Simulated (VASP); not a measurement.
## Te: relaxation of cell and atoms with revPBE

The system is Te.

```xyz
1
Lattice="0.0000 2.4339 2.4339 2.4339 0.0000 2.4339 2.4339 2.4339 0.0000" Properties=species:S:1:pos:R:3 pbc="T T T"
Te    0.0000    0.0000    0.0000
```

This isn't the form of Te at room conditions, which is trigonal, of chains.

```yaml
Program: VASP 6.6.1
Task: relaxation of cell and atoms
Functional: revPBE
Potentials_or_basis: VASP PAW PBE potentials, release 64 (Te)
Cutoff: 600 eV
k_mesh: 11 × 11 × 11
Occupations: fermi-dirac, width 0.1 eV
Spin: no spin polarisation
Dipole_correction: no
Further_INCAR_settings: ALGO = Normal; EDIFF = 1e-07; IBRION = 2; EDIFFG = -0.01; NSW = 80; ISIF = 3
```

| Quantity | Value |
| --- | --- |
| Relaxed volume | 28.73 Å³/atom |
| Relaxed cell | a = 3.438 Å, b = 3.438 Å, c = 3.438 Å, α = 60.00°, β = 60.00°, γ = 60.00° |
| Space group after relaxing (to 0.1 Å) | Fm-3m (No. 225) |
| Energy gained by relaxing | 0.0 meV/atom |
| Ionic steps | 2 |
| Pressure after relaxing | 0.0 GPa |
| Band gap on the k mesh | zero (bands 3 and 4 overlap by 4.65 eV) |

Final structure:
```yaml
crystal:
  lattice:
    - [0.00000, 2.43104, 2.43104]
    - [2.43104, 0.00000, 2.43104]
    - [2.43104, 2.43104, 0.00000]
  atoms:
    - { symbol: Te, position: [0.00000, 0.00000, 0.00000] }
```

Levels at points of the mesh, in eV from the Fermi level:
| k point | band 1 | band 2 | band 3 | band 4 | band 5 | band 6 | band 7 |
| --- | --- | --- | --- | --- | --- | --- | --- |
| (0.00, 0.00, 0.00) | -13.73 | 2.98 | 2.98 | 2.98 | 9.48 | 9.48 | 9.48 |

It took 18 s on 1 thread of Intel(R) Xeon(R) Platinum 8259CL CPU @ 2.50GHz (Skylake/Cascade Lake) (shared host), peak memory 0.16 GiB.

Caveat: the PAW data sets were made with another functional, which shifts forces and pressure a little; spin-orbit coupling is left out, which moves the levels of the heavy elements.
